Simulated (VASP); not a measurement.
Runs of VASP 6.6.1 on PdCl (CsCl type). The structure is that of space group Pm-3m (No. 221), or close to it. The cells are those of the table. 

```csv
level,U,cell,gap on the mesh (eV),pressure (GPa)
PBE,-,"a = 2.951 Å, 2 atoms",none,46.5
PBE,-,"a = 3.193 Å, 2 atoms",none,4.2
PBE,-,"a = 3.248 Å, 2 atoms",none,(b)
PBE,-,"a = 2.813 Å, 2 atoms",none,102.5
PBE,-,"a = 3.076 Å, 2 atoms",none,(a)
PBE+U,Pd d U = 6.0 eV,"a = 2.661 Å, 2 atoms",none,157.6
```

Alike in all rows: task single point; potentials or basis VASP PAW PBE potentials, release 64 (Pd, Cl); no spin polarisation; k mesh 15 × 15 × 15; cutoff (eV) 520; smearing fermi-dirac 0.08 eV.

**Question.** Fill in the values left out.

**Answer.** (a) 18.5; (b) -0.1.

Caveats: an odd number of electrons without spin polarisation forces a metal; a magnetic or distorted state may lie lower; U without spin polarisation on a metal has little footing (some runs).

A k mesh can miss the band edges, and the runs leave out spin-orbit coupling on Pd.

A gap of «none» marks levels without a gap at the run's occupations.
